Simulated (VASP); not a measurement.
A run of VASP 6.6.1 is set up as follows.

File INCAR:

```
SYSTEM = YAlC4N4
PREC = Accurate
ENCUT = 520
EDIFF = 1E-6
ISMEAR = 0
SIGMA = 0.1
LREAL = .False.
LASPH = .True.
NELM = 100
ALGO = Normal
ISIF = 2
LWAVE = .False.
LCHARG = .False.
GGA = PE
NBANDS = 36
```

Contents of KPOINTS:

```
regular mesh
0
Gamma
  4 4 4
  0 0 0
```

Contents of POSCAR:

```
YAlC4N4
1.0
    6.0679513300      0.0000000000      0.0000000000
    0.0000000000      6.0679513300      0.0000000000
    0.0000000000      0.0000000000      6.0679513300
Y Al C N
1 1 4 4
Direct
    0.5000000000      0.5000000000      0.5000000000
    0.0000000000      0.0000000000      0.0000000000
    0.1784015200      0.1784015200      0.1784015200
    0.1784015200      0.8215984800      0.8215984800
    0.8215984800      0.1784015200      0.8215984800
    0.8215984800      0.8215984800      0.1784015200
    0.2897240700      0.2897240700      0.2897240700
    0.2897240700      0.7102759300      0.7102759300
    0.7102759300      0.2897240700      0.7102759300
    0.7102759300      0.7102759300      0.2897240700
```

Potentials or basis: VASP PAW PBE potentials, release 64 (Y_sv, Al, C, N).

Launch:

```sh
$ cat potpaw_PBE.64/Y_sv/POTCAR potpaw_PBE.64/Al/POTCAR potpaw_PBE.64/C/POTCAR potpaw_PBE.64/N/POTCAR > POTCAR
$ mpirun -np 1 vasp_std > vasp.out
```

Q: Estimate the band gap on the k mesh.

A: Zero (band 25 reaches 1.58 eV, above the bottom of band 26 at 1.43 eV).

Q: What does it give for the largest force?

A: 1.476 eV/Å.

Q: What does it give for the pressure?

A: 6.3 GPa.

Forces in eV/Å, atoms in the order of the input:
```
Y    0.000  0.000  0.000
Al   0.000  0.000  0.000
C   -0.287 -0.287 -0.287
C   -0.287  0.287  0.287
C    0.287 -0.287  0.287
C    0.287  0.287 -0.287
N    0.852  0.852  0.852
N    0.852 -0.852 -0.852
N   -0.852  0.852 -0.852
N   -0.852 -0.852  0.852
```

Caveat: forces of over 1 eV/Å act on the atoms, so gaps and moduli don't describe the material at rest.
